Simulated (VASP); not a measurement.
# Hg: single point with LDA

Crystal: Hg.

```
Hg
1.0
     4.93623    0.00000    0.00000
    -2.46811    4.27490    0.00000
     0.00000    0.00000    2.84748
Hg
3
Direct
  0.00000 0.00000 0.00000
  0.33333 0.66667 0.50000
  0.66667 0.33333 0.50000
```

```yaml
Program: VASP 6.6.1
Task: single point
Functional: LDA
Potentials_or_basis: VASP PAW LDA potentials, release 64 (Hg)
Cutoff: 520 eV
k_mesh: 8 × 8 × 11
Occupations: fermi-dirac, width 0.1 eV
Spin: no spin polarisation
Dipole_correction: no
Further_INCAR_settings: ALGO = Normal; EDIFF = 1e-06; NBANDS = 25
```

```json
{"Pressure": "10.7 GPa", "Band gap on the k mesh": "zero (bands 18 and 19 overlap by 4.18 eV)"}
```

Stress tensor (GPa, compression positive):
```
10.63  0.00  0.00
 0.00 10.63  0.00
 0.00  0.00 10.91
```

Levels at points of the mesh, in eV from the Fermi level:
```csv
k point,band 15,band 16,band 17,band 18,band 19,band 20,band 21,band 22
"(0.00, 0.00, 0.00)",-6.01,-6.01,-1.01,-0.48,1.69,1.69,1.70,1.70
"(0.50, 0.00, 0.00)",-6.22,-6.00,-5.92,-2.47,-1.27,6.99,7.06,8.92
```

Wall time 71 s on 1 thread of Intel(R) Xeon(R) 6975P-C (Granite Rapids), with other jobs on the host, peak memory 0.2 GiB.

Caveat: the cell stands under pressure; spin-orbit coupling is left out, which moves the levels of the heavy elements.
